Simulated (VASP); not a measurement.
Input of a VASP 6.6.1 run:

INCAR

```
SYSTEM = CoO
ALGO = Normal
EDIFF = 1E-6
ENCUT = 520
GGA = PE
ISIF = 2
ISMEAR = 0
ISPIN = 2
LASPH = .True.
LCHARG = .False.
LDAU = .True.
LDAUJ = 0 0
LDAUL = 2 -1
LDAUPRINT = 1
LDAUTYPE = 2
LDAUU = 3.3 0
LMAXMIX = 4
LORBIT = 11
LREAL = .False.
LWAVE = .False.
MAGMOM = 2.88 0.24
NBANDS = 18
NELM = 150
PREC = Accurate
SIGMA = 0.05
```

The input KPOINTS:

```
k-points
0
Gamma
  10 10 10
  0 0 0
```

Contents of POSCAR:

```
CoO
1.0
    0.0000000000      2.1695022087      2.1695022087
    2.1695022087      0.0000000000      2.1695022087
    2.1695022087      2.1695022087      0.0000000000
Co O
1 1
Direct
    0.0000000000      0.0000000000      0.0000000000
    0.5000000000      0.5000000000      0.5000000000
```

Potentials or basis: VASP PAW PBE potentials, release 64 (Co, O).

The run is started by

```console
$ cat potpaw_PBE.64/Co/POTCAR potpaw_PBE.64/O/POTCAR > POTCAR
$ mpirun -np 1 vasp_std > vasp.out
```

(1) Estimate the band gap on the k mesh.

(2) Predict the net moment.

Results:

(1) zero (filled and empty bands overlap).

(2) 3.00 μB per cell.

Caveat: a cell with one magnetic atom can't hold antiferromagnetic order, which such compounds often take.
